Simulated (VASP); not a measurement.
Here is a VASP 6.6.1 calculation.

The input INCAR:

```
SYSTEM = AlGa5N6
PREC = Accurate
ENCUT = 520
EDIFF = 1E-7
ISMEAR = 0
SIGMA = 0.1
LREAL = .False.
LASPH = .True.
NELM = 150
ALGO = Normal
ISIF = 2
LWAVE = .False.
LCHARG = .False.
ISPIN = 2
MAGMOM = 0 0 0 0 0 0 1 1 1 1 1 1
LORBIT = 11
GGA = PE
NBANDS = 65
```

The input KPOINTS:

```
regular mesh
0
Gamma
  6 6 2
  0 0 0
```

File POSCAR:

```
AlGa5N6
1.0
    3.4224354200      0.0000000000      0.0000000000
    0.0000000000      3.4224354200      0.0000000000
    0.0000000000      0.0000000000     14.5201637400
Al Ga N
1 5 6
Direct
    0.0000000000      0.0000000000      0.0000000000
    0.0000000000      0.0000000000      0.6666666700
    0.5000000000      0.5000000000      0.5000000000
    0.0000000000      0.0000000000      0.3333333300
    0.5000000000      0.5000000000      0.1666666700
    0.5000000000      0.5000000000      0.8333333300
    0.0000000000      0.0000000000      0.5000000000
    0.5000000000      0.5000000000      0.3333333300
    0.0000000000      0.0000000000      0.1666666700
    0.5000000000      0.5000000000      0.0000000000
    0.0000000000      0.0000000000      0.8333333300
    0.5000000000      0.5000000000      0.6666666700
```

Potentials or basis: VASP PAW PBE potentials, release 64 (Al, Ga_d, N).

Launch:

```bash
$ cat potpaw_PBE.64/Al/POTCAR potpaw_PBE.64/Ga_d/POTCAR potpaw_PBE.64/N/POTCAR > POTCAR
$ mpirun -np 1 vasp_std > vasp.out
```

Question: What does it give for the largest force?

Answer: 0.415 eV/Å.

Question: Estimate the net moment.

Answer: 0.00 μB per cell.

Forces on the atoms (eV/Å):
```
Al   0.000  0.000  0.000
Ga   0.000  0.000  0.031
Ga   0.000  0.000  0.000
Ga   0.000  0.000 -0.031
Ga   0.000  0.000  0.015
Ga   0.000  0.000 -0.015
N    0.000  0.000  0.000
N    0.000  0.000  0.022
N    0.000  0.000 -0.415
N    0.000  0.000  0.000
N    0.000  0.000  0.415
N    0.000  0.000 -0.022
```

Caveat: the cell stands under tension.
